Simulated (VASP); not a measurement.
# Au: single point with PBEsol

The system is Au.

```
Au
1.0
     2.86573    0.00000    0.00000
    -1.43286    2.48179    0.00000
     0.00000    0.00000    4.78849
Au
2
Cartesian
  0.0000 1.6545 1.1971
  1.4329 0.8273 3.5914
```

This isn't the form of Au at room conditions, which is fcc.

```yaml
Program: VASP 6.6.1
Task: single point
Functional: PBEsol
Potentials_or_basis: VASP PAW PBE potentials, release 64 (Au)
Cutoff: 500 eV
k_mesh: 6 × 6 × 4
Occupations: gaussian, width 0.1 eV
Spin: no spin polarisation
```

The pressure is 0.3 GPa and the band gap on the k mesh is zero (bands 11 and 12 overlap by 6.92 eV).

Stress tensor (GPa, compression positive):
```
 2.22  0.00  0.00
 0.00  2.22  0.00
 0.00  0.00 -3.50
```

Levels at points of the mesh, in eV from the Fermi level:
```csv
k point,band 8,band 9,band 10,band 11,band 12,band 13,band 14,band 15
"(0.00, 0.00, 0.00)",-3.62,-3.62,-2.21,-2.21,-1.23,2.69,14.50,15.74
"(0.50, 0.00, 0.00)",-1.96,-1.89,-1.70,0.31,1.52,5.72,7.24,7.33
"(0.00, 0.00, 0.50)",-4.64,-2.68,-2.68,-2.68,-2.68,10.68,10.68,14.80
"(0.50, 0.00, 0.50)",-2.47,-1.78,-1.78,0.37,0.37,3.92,3.92,13.23
```

It took 20 s on 1 thread of Intel Xeon 8259CL, on a shared host, peak memory 0.16 GiB.

Caveat: the k points lie up to 0.42 Å⁻¹ apart, too coarse for converged energies and pressures of a metal; the PAW data sets were made with another functional, which shifts forces and pressure a little; spin-orbit coupling is left out, which moves the levels of the heavy elements.
